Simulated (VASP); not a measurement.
# TiWSe3 (Pm-3m) in VASP: further runs, part 2 of 2

VASP 6.6.1. The steps go on from the part before.

## (3) Relaxation of cell and atoms, PBE, collinear spin, ferromagnetic start

This run uses another cell than the first one, of 21.12 Å³/atom, 0.873 times its volume.

File INCAR:

```
SYSTEM = TiWSe3
PREC     = Accurate       ! precision mode
ENCUT    = 600            ! plane-wave cutoff, eV
EDIFF    = 1E-6           ! SCF threshold, eV
ISMEAR   = 0              ! smearing method
SIGMA    = 0.1            ! smearing width, eV
LREAL    = .FALSE.        ! projectors in reciprocal space
LASPH    = .TRUE.         ! aspherical terms in the spheres
NELM     = 150            ! most SCF steps
ALGO     = Normal         ! electronic algorithm
ISIF     = 3              ! what is computed and relaxed
LWAVE    = .FALSE.        ! write WAVECAR
LCHARG   = .FALSE.        ! write CHGCAR
ISPIN    = 2              ! spin polarisation
MAGMOM   = 1 0 0 0 0      ! initial moments
LORBIT   = 11             ! projections on sites
LMAXMIX  = 4              ! l up to which the mixer works
GGA      = PE             ! functional
IBRION   = 2              ! ionic algorithm
NSW      = 90             ! ionic steps
EDIFFG   = -0.04          ! ionic threshold
```

File KPOINTS:

```
regular mesh
0
G
  4 4 4
  0 0 0
```

File POSCAR:

```
TiWSe3
1.0
    4.7267404500      0.0000000000      0.0000000000
    0.0000000000      4.7267404500      0.0000000000
    0.0000000000      0.0000000000      4.7267404500
Ti W Se
1 1 3
Direct
    0.0000000000      0.0000000000      0.0000000000
    0.5000000000      0.5000000000      0.5000000000
    0.0000000000      0.5000000000      0.5000000000
    0.5000000000      0.5000000000      0.0000000000
    0.5000000000      0.0000000000      0.5000000000
```

Potentials or basis: VASP PAW PBE potentials, release 64 (Ti_sv, W_sv, Se).

Command:

```console
> cat potpaw_PBE.64/Ti_sv/POTCAR potpaw_PBE.64/W_sv/POTCAR potpaw_PBE.64/Se/POTCAR > POTCAR
> mpirun -np 1 vasp_std > vasp.out
```

OUTCAR:

```text
SYSTEM = TiWSe3
   PREC = Accurate
   ENCUT = 600
   EDIFF = 1E-6
   ISMEAR = 0
   LREAL = .FALSE.
   LASPH = .TRUE.
   NELM = 150
   ISIF = 3
   ISPIN = 2
   LORBIT = 11
   GGA = PE
   IBRION = 2
   NSW = 90
   EDIFFG = -0.04

 ion  position               nearest neighbor table
   1  0.000  0.000  0.000-
   2  0.500  0.500  0.500-   3 2.36   4 2.36   5 2.36   4 2.36   5 2.36   3 2.36
   3  0.000  0.500  0.500-   2 2.36   2 2.36
   4  0.500  0.500  0.000-   2 2.36   2 2.36
   5  0.500  0.000  0.500-   2 2.36   2 2.36

  LATTYP: Found a simple cubic cell.
 ALAT       =     4.7267404500

  Lattice vectors:

 A1 = (   4.7267404500,   0.0000000000,   0.0000000000)
 A2 = (   0.0000000000,   4.7267404500,   0.0000000000)
 A3 = (   0.0000000000,   0.0000000000,   4.7267404500)

Analysis of symmetry for initial positions (statically):
=====================================================================
 Subroutine PRICEL returns:
 Original cell was already a primitive cell.

 Routine SETGRP: Setting up the symmetry group for a
 simple cubic supercell.

 Subroutine GETGRP returns: Found 48 space group operations
 (whereof 48 operations were pure point group operations)
 out of a pool of 48 trial point group operations.

The static configuration has the point symmetry O_h .

Analysis of symmetry for dynamics (positions and initial velocities):
=====================================================================
 Subroutine PRICEL returns:
 Original cell was already a primitive cell.

 Routine SETGRP: Setting up the symmetry group for a
 simple cubic supercell.

 Subroutine GETGRP returns: Found 48 space group operations
 (whereof 48 operations were pure point group operations)
 out of a pool of 48 trial point group operations.

The dynamic configuration has the point symmetry O_h .

Analysis of structural, dynamic, and magnetic symmetry:
=====================================================================
 Subroutine PRICEL returns:
 Original cell was already a primitive cell.

 Routine SETGRP: Setting up the symmetry group for a
 simple cubic supercell.

 Subroutine GETGRP returns: Found 48 space group operations
 (whereof 48 operations were pure point group operations)
 out of a pool of 48 trial point group operations.

The overall configuration has the point symmetry O_h .

 Subroutine INISYM returns: Found 48 space group operations
 (whereof 48 operations are pure point group operations),
 and found     1 'primitive' translations

----------------------------------------------------------------------------------------

                                     Primitive cell

  volume of cell :     105.6052

  direct lattice vectors                    reciprocal lattice vectors
     4.726740450  0.000000000  0.000000000     0.211562283  0.000000000  0.000000000
     0.000000000  4.726740450  0.000000000     0.000000000  0.211562283  0.000000000
     0.000000000  0.000000000  4.726740450     0.000000000  0.000000000  0.211562283

  length of vectors
[... 28 lines left out ...]
     0.052890571  0.000000000  0.000000000     0.250000000  0.000000000  0.000000000
     0.000000000  0.052890571  0.000000000     0.000000000  0.250000000  0.000000000
     0.000000000  0.000000000  0.052890571     0.000000000  0.000000000  0.250000000

  Length of vectors
     0.052890571  0.052890571  0.052890571

  Shift w.r.t. Gamma in fractional coordinates (k-lattice)
     0.000000000  0.000000000  0.000000000

 Subroutine IBZKPT returns following result:
 ===========================================

 Found     10 irreducible k-points:

 Following reciprocal coordinates:
            Coordinates               Weight
  0.000000  0.000000  0.000000      1.000000
  0.250000  0.000000  0.000000      6.000000
  0.500000  0.000000  0.000000      3.000000
  0.250000  0.250000  0.000000     12.000000
  0.500000  0.250000  0.000000     12.000000
  0.500000  0.500000  0.000000      3.000000
  0.250000  0.250000  0.250000      8.000000
  0.500000  0.250000  0.250000     12.000000
  0.500000  0.500000  0.250000      6.000000
  0.500000  0.500000  0.500000      1.000000
   k-points           NKPTS =     10   k-points in BZ     NKDIM =     10   number of bands    NBANDS=     27
   number of dos      NEDOS =    301   number of ions     NIONS =      5
   total plane-waves  NPLWV =  64000
   dimension x,y,z NGX =    40 NGY =   40 NGZ =   40
   dimension x,y,z NGXF=    80 NGYF=   80 NGZF=   80
   ions per type =               1   1   3
   NGX,Y,Z   is equivalent  to a cutoff of  14.07, 14.07, 14.07 a.u.
   NGXF,Y,Z  is equivalent  to a cutoff of  28.14, 28.14, 28.14 a.u.
 SYSTEM =  TiWSe3
   PREC   = accura    normal or accurate (medium, high low for compatibility)
   ISTART =      0    job   : 0-new  1-cont  2-samecut
   ICHARG =      2    charge: 1-file 2-atom 10-const
   ISPIN  =      2    spin polarized calculation?
   LNONCOLLINEAR =      F non collinear calculations
   LSORBIT =      F    spin-orbit coupling
   LASPH  =      T    aspherical Exc in radial PAW
   ENCUT  =  600.0 eV  44.10 Ry    6.64 a.u.   9.44  9.44  9.44*2*pi/ulx,y,z
   NELM   =    150;   NELMIN=  2; NELMDL= -5     # of ELM steps
   EDIFF  = 0.1E-05   stopping-criterion for ELM
   LREAL  =      F    real-space projection
   EDIFFG = -.4E-01   stopping-criterion for IOM
   NSW    =     90    number of steps for IOM
   IBRION =      2    ionic relax: 0-MD 1-quasi-New 2-CG
   NFREE  =      1    steps in history (QN), initial steepest desc. (CG)
   ISIF   =      3    stress and relaxation
   ISYM   =      2    0-nonsym 1-usesym 2-fastsym
   POTIM  = 0.5000    time-step for ionic-motion
   TEBEG  =    0.0;   TEEND  =   0.0 temperature during run
   PSTRESS=    0.0 pullay stress
   NELECT =      44.0000    total number of electrons
   NUPDOWN=      -1.0000    fix difference up-down
   EMIN   =  10.00;   EMAX   =-10.00  energy-range for DOS
   EFERMI =   0.00;   METHOD = LEGACY
   ISMEAR =     0;   SIGMA  =   0.10  broadening in eV -4-tet -1-fermi 0-gaus
   EFERMI_NEDOS =   21; number of points for ismear=-14 and -15
   IALGO  =     38    algorithm
   IMIX   =      4    mixing-type and parameters
     AMIX     =   0.40;   BMIX     =  1.00
     AMIX_MAG =   1.60;   BMIX_MAG =  1.00
  volume/ion in A,a.u.               =      21.12       142.53
  Fermi-wavevector in a.u.,A,eV,Ry     =   1.222730  2.310625 20.341650  1.495069
  Thomas-Fermi vector in A             =   2.357867
   LORBIT       =     11    0 simple, 1 ext, 2 COOP (PROOUT), +10 PAW based schemes
   GGA     = PE    functional components
   LHFCALC =     F    Hartree Fock is set to
   AEXX    =    0.0000 exact exchange contribution
   IVDW    =     0    specifies the selected vdW correction
   LEPSILON=     F    determine dielectric tensor
   LRPA    =     F    only Hartree local field effects (RPA)
 conjugate gradient relaxation of ions
 spin polarized calculation
 Gauss-broadening in eV      SIGMA  =   0.10
  energy-cutoff  :      600.00
  volume of cell :      105.61
 maximum number of plane-waves:      3575
 NGX is ok and might be reduce to    40
   NGX = 19   NGY = 19   NGZ = 19

--------------------------------------- Ionic step        1  -------------------------------------------

 number of electron      43.9999994 magnetization      -0.0062589

 number of electron      43.9999994 magnetization       0.0412002

 Free energy of the ion-electron system (eV)
  ---------------------------------------------------
  ext. energy  EPLUGINS =         0.00000000
  ---------------------------------------------------
  free energy    TOTEN  =       -27.94067478 eV

  energy without entropy =      -27.86902544  energy(sigma->0) =      -27.90485011

 E-fermi :   6.6678     XC(G=0): -10.4495

 val. band max:        6.6577325048   @ k =   0.5000   0.2500   0.2500
 cond. band min:       6.6696020964   @ k =   0.5000   0.5000   0.2500
 fundamental gap:      0.0118695916
 Fermi energy:         6.6678255397
[... 1335 lines left out ...]
--------------------------------------- Ionic step        4  -------------------------------------------

 number of electron      44.0000001 magnetization       0.7939623

 Free energy of the ion-electron system (eV)
  ---------------------------------------------------
  ext. energy  EPLUGINS =         0.00000000
  ---------------------------------------------------
  free energy    TOTEN  =       -28.49202044 eV

  energy without entropy =      -28.44143451  energy(sigma->0) =      -28.46672748

 E-fermi :   5.3508     XC(G=0):  -9.8749

 val. band max:        5.3429286602   @ k =   0.5000   0.5000   0.2500
 cond. band min:       5.3552015780   @ k =   0.0000   0.0000   0.0000
 fundamental gap:      0.0122729178
 Fermi energy:         5.3507867546
[... 635 lines left out ...]
  FREE ENERGIE OF THE ION-ELECTRON SYSTEM (eV)
  ---------------------------------------------------
  free  energy   TOTEN  =       -28.4920204444 eV

  energy  without entropy=      -28.4414345147  energy(sigma->0) =      -28.46672748

 reached required accuracy - stopping structural energy minimisation

 total charge

# of ion       s       p       d       tot
------------------------------------------
    1        2.078   5.958   1.920   9.956
    2        2.306   6.273   3.411  11.990
    3        1.458   2.378   0.051   3.888
    4        1.458   2.378   0.051   3.888
    5        1.458   2.378   0.051   3.888
--------------------------------------------------
tot          8.758  19.366   5.485  33.609

 magnetization (x)

# of ion       s       p       d       tot
------------------------------------------
    1        0.006   0.001   0.112   0.119
    2        0.008   0.004   0.411   0.422
    3        0.000   0.020   0.005   0.025
    4        0.000   0.020   0.005   0.025
    5        0.000   0.020   0.005   0.025
--------------------------------------------------
tot          0.013   0.064   0.538   0.615
```

It took 16 min on 1 thread of Intel Xeon Platinum 8259CL at 2.50GHz (Skylake/Cascade Lake), shared host; peak memory 0.33 GiB.

Results:

- Free energy: -28.4920 eV
- Relaxed volume: 23.87 Å³/atom
- Relaxed cell: a = 4.924 Å, b = 4.924 Å, c = 4.924 Å, α = 90.00°, β = 90.00°, γ = 90.00°
- Space group after relaxing (to 0.05 Å): Pm-3m (No. 221)
- Energy gained by relaxing: 110.3 meV/atom
- Ionic steps: 4
- Pressure after relaxing: 0.0 GPa
- Net moment: 0.79 μB per cell
- Site moments: Ti +0.12; W +0.42; Se +0.03 μB
- Valence electrons inside the program's atomic spheres: Ti 9.96; W 11.99; Se 3.89

The path:
```
step  energy change (eV)  largest force (eV/Å)  pressure (GPa)  volume (Å³)
   1              0.0000                0.0000           13.19       105.61
   2             -0.0017                0.0000           -8.06       134.48
   3             -0.5503                0.0000            0.49       118.59
   4             -0.5513                0.0000           -0.05       119.36
```

Final structure:
```
Ti W Se
1.0
     4.92370    0.00000    0.00000
     0.00000    4.92370    0.00000
     0.00000    0.00000    4.92370
Ti W Se
1 1 3
Direct
  0.00000 0.00000 0.00000
  0.50000 0.50000 0.50000
  0.00000 0.50000 0.50000
  0.50000 0.50000 0.00000
  0.50000 0.00000 0.50000
```

Caveat: spin-orbit coupling is left out, which moves the levels of the heavy elements.
